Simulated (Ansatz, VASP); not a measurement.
**Ta in VASP and in Ansatz**

```xyz
2
Lattice="2.8571 0.0000 0.0000 -1.4285 2.4743 0.0000 0.0000 0.0000 5.0870" Properties=species:S:1:pos:R:3 pbc="T T T"
Ta    1.4285    0.8248    3.8153
Ta    0.0000    1.6495    1.2718
```

Alike in both runs: functional BLYP; dispersion D3(BJ); k mesh 11 × 11 × 6; occupations fermi-dirac, width 0.15 eV; no spin polarisation.

Ansatz relaxed the structure, and its values are those at the end. VASP's run is a single point on that final structure, the one shown.

```csv
,VASP,Ansatz
version,VASP 6.6.1,Ansatz 0.2.0
potentials or method,"VASP PAW PBE potentials, release 64 (Ta_sv_GW)","plane waves, PAW"
plane-wave cutoff (eV),500,420
valence electrons in the cell,26,26
```

Ansatz gave:

```
pressure (GPa) : 0.0
```

Q: Which values does VASP return?

A: Pressure (GPa): -0.4.

VASP's potentials were made for PBE, not for BLYP.

Neither program's run includes spin-orbit coupling.
